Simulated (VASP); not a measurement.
A run of VASP 6.6.1:

The input INCAR:

```
ALGO = Normal
EDIFF = 1E-6
ENCUT = 520
GGA = PS
ISIF = 2
ISMEAR = 0
LASPH = T
LCHARG = T
LELF = T
LREAL = F
LVHAR = T
LWAVE = F
NBANDS = 11
NELM = 80
PREC = Accurate
SIGMA = 0.15
```

Contents of KPOINTS:

```
k-points
0
Gamma
  14 14 14
```

POSCAR

```
Ca
1.0
    0.0000000000      2.7942000000      2.5706640000
    2.7942000000      0.0000000000      2.5706640000
    2.7942000000      2.7942000000      0.0000000000
Ca
1
Direct
    0.0000000000      0.0000000000      0.0000000000
```

Potentials or basis: VASP PAW PBE potentials, release 64 (Ca_sv).

The run is started by

```console
$ cat potpaw_PBE.64/Ca_sv/POTCAR > POTCAR
$ mpirun -np 1 vasp_std > vasp.out
```

Hardware: 1 thread of Intel(R) Xeon(R) 6975P-C (Granite Rapids), with other jobs on the host.

Q: How long does it take, and how much memory?

A: Wall time 29 s on 1 thread of Intel(R) Xeon(R) 6975P-C (Granite Rapids), with other jobs on the host, peak memory 0.24 GiB. Counts: scf iterations 10, k points 244.
